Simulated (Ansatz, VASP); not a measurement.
## One calculation of RbAl2O3, two programs

The input INCAR:

```
SYSTEM = RbAl2O3
ALGO     = Normal         ! electronic algorithm
EDIFF    = 1E-6           ! SCF threshold, eV
ENCUT    = 600            ! plane-wave cutoff, eV
GGA      = RE             ! functional
GGA_COMPAT= .False.      
ISIF     = 2              ! what is computed and relaxed
ISMEAR   = 0              ! smearing method
LASPH    = .True.         ! aspherical terms in the spheres
LCHARG   = .False.        ! write CHGCAR
LREAL    = .False.        ! projectors in reciprocal space
LWAVE    = .False.        ! write WAVECAR
NBANDS   = 26             ! bands
NELM     = 120            ! most SCF steps
PREC     = Accurate       ! precision mode
SIGMA    = 0.1            ! smearing width, eV
```

KPOINTS

```
k-points
0
Gamma
  9 9 14
  0 0 0
```

The input POSCAR:

```
RbAl2O3
1.0
    5.5393340090      0.0000000000      0.0000000000
   -2.7696670045      4.7972039718      0.0000000000
    0.0000000000      0.0000000000      2.7811518393
Rb Al O
1 2 3
Direct
    0.0000000000      0.0000000000      0.5000000000
    0.3333333333      0.6666666667      0.5000000000
    0.6666666667      0.3333333333      0.5000000000
    0.5000000000      0.5000000000      0.0000000000
    0.0000000000      0.5000000000      0.0000000000
    0.5000000000      0.0000000000      0.0000000000
```

Input for Ansatz:

```yaml
crystal:
  lattice:
    - [5.539334009, 0.0, 0.0]
    - [-2.7696670045, 4.7972039718, 0.0]
    - [0.0, 0.0, 2.7811518393]
  atoms:
    - { symbol: Rb, position: [0.0, 0.0, 0.5] }
    - { symbol: Al, position: [0.3333333333, 0.6666666667, 0.5] }
    - { symbol: Al, position: [0.6666666667, 0.3333333333, 0.5] }
    - { symbol: O, position: [0.5, 0.5, 0.0] }
    - { symbol: O, position: [0.0, 0.5, 0.0] }
    - { symbol: O, position: [0.5, 0.0, 0.0] }
kpoints:
  mp_grid: { grid: [9, 9, 14] }
hamiltonian:
  xc: revpbe
scf:
  occupations: { method: gaussian, width: 0.1 }
output:
  forces: true
  eigenvalues: true
  stress: true
```

Alike in both runs: task single point; functional revPBE; k mesh 9 × 9 × 14; occupations gaussian, width 0.1 eV; no spin polarisation.

```csv
,VASP,Ansatz
version,VASP 6.6.1,Ansatz 0.2.0
potentials or method,"VASP PAW PBE potentials, release 64 (Rb_sv, Al, O)","scalar-relativistic, plane waves, PAW"
plane-wave cutoff (eV),600,420
valence electrons in the cell,33,33
```

|  | VASP | Ansatz | Ansatz less VASP |
| --- | --- | --- | --- |
| gap on the k mesh at the Fermi level (eV) | none | none | - |
| pressure (GPa) | 2.5 | 2.6 | +0.19 |
| traceless stress, the component that is largest in VASP (GPa) | 0.27 | 0.22 | -0.042 |

VASP's potentials were made for PBE, not for revPBE. A gap of «none» marks a metal or a gap that the smearing closes. The functional is the same, so the differences come from potentials, cutoffs and numerics.
